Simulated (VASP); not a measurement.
**Hf3SnTe8: single point with PBE**

The system is Hf3SnTe8.

```
Hf Sn Te
1.0
     4.02293    0.00000    0.00000
    -2.01147    3.48396    0.00000
     0.00000    0.00000   28.98444
Hf Sn Te
3 1 8
Cartesian
  0.0000 0.0000 7.3015
  0.0000 0.0000 14.4922
  0.0000 0.0000 21.6829
  0.0000 0.0000 0.0000
  0.0000 2.3226 1.8234
  0.0000 2.3226 9.0531
  0.0000 2.3226 16.2427
  0.0000 2.3226 23.4328
  2.0115 1.1613 5.5517
  2.0115 1.1613 12.7417
  2.0115 1.1613 19.9314
  2.0115 1.1613 27.1610
```

```
Program             : VASP 6.6.1
Task                : single point
Functional          : PBE
Potentials or basis : VASP PAW PBE potentials, release 64 (Hf_pv, Sn_d, Te)
Cutoff              : 520 eV
k mesh              : 6 × 6 × 1
Occupations         : gaussian, width 0.1 eV
Spin                : no spin polarisation
```

| Item | Value |
| --- | --- |
| Pressure | -0.2 GPa |
| Largest force | 0.010 eV/Å |
| Band gap on the k mesh | zero (bands 46 and 47 overlap by 0.51 eV) |

Forces on the atoms (eV/Å):
```
Hf   0.000  0.000 -0.002
Hf   0.000  0.000  0.000
Hf   0.000  0.000  0.002
Sn   0.000  0.000  0.000
Te   0.000  0.000 -0.002
Te   0.000  0.000  0.008
Te   0.000  0.000  0.010
Te   0.000  0.000  0.009
Te   0.000  0.000 -0.009
Te   0.000  0.000 -0.010
Te   0.000  0.000 -0.008
Te   0.000  0.000  0.002
```

Stress tensor (GPa, compression positive):
```
-0.29  0.00  0.00
 0.00 -0.29  0.00
 0.00  0.00  0.04
```

Levels at points of the mesh, in eV from the Fermi level:
```tsv
k point	band 44	band 45	band 46	band 47	band 48	band 49
(0.00, 0.00, 0.00)	0.14	0.16	0.16	0.75	0.80	0.80
(0.50, 0.00, 0.00)	-1.24	-1.17	-0.55	-0.35	-0.02	0.00
```

Wall time 11 min on 1 thread of Intel Xeon 8259CL, on a shared host, peak memory 0.56 GiB.

Caveat: spin-orbit coupling is left out, which moves the levels of the heavy elements; this functional lacks dispersion, which binds the layers, so the pressure and a relaxed spacing across them are unreliable.
